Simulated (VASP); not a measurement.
A run of VASP 6.6.1:

File INCAR:

```
SYSTEM = AlN
ALGO = Normal
EDIFF = 1E-6
ENCUT = 520
GGA = CA
ISIF = 2
ISMEAR = 0
LASPH = .True.
LCHARG = .False.
LREAL = .False.
LWAVE = .False.
NBANDS = 16
NELM = 80
PREC = Accurate
SIGMA = 0.01
```

File KPOINTS:

```
k-points
0
Gamma
  8 8 4
  0 0 0
```

The input POSCAR:

```
AlN
1.0
    3.0712714843      0.0000000000      0.0000000000
   -1.5356357422      2.6597991273      0.0000000000
    0.0000000000      0.0000000000      4.9084706211
Al N
2 2
Direct
    0.3333333333      0.6666666667     -0.0011912759
    0.6666666667      0.3333333333      0.4988087241
    0.3333333333      0.6666666667      0.3811912759
    0.6666666667      0.3333333333      0.8811912759
```

Potentials or basis: VASP PAW LDA potentials, release 64 (Al, N).

Run with:

```console
$ cat potpaw_LDA.64/Al/POTCAR potpaw_LDA.64/N/POTCAR > POTCAR
$ mpirun -np 1 vasp_std > vasp.out
```

Hardware: 1 thread of Intel(R) Xeon(R) Platinum 8259CL CPU @ 2.50GHz (Skylake/Cascade Lake), on a shared host.

Problem. How long does it take, and how much memory?

Solution. Wall time 20 s on 1 thread of Intel(R) Xeon(R) Platinum 8259CL CPU @ 2.50GHz (Skylake/Cascade Lake), on a shared host, peak memory 0.14 GiB. Counts: scf iterations 12, k points 30.
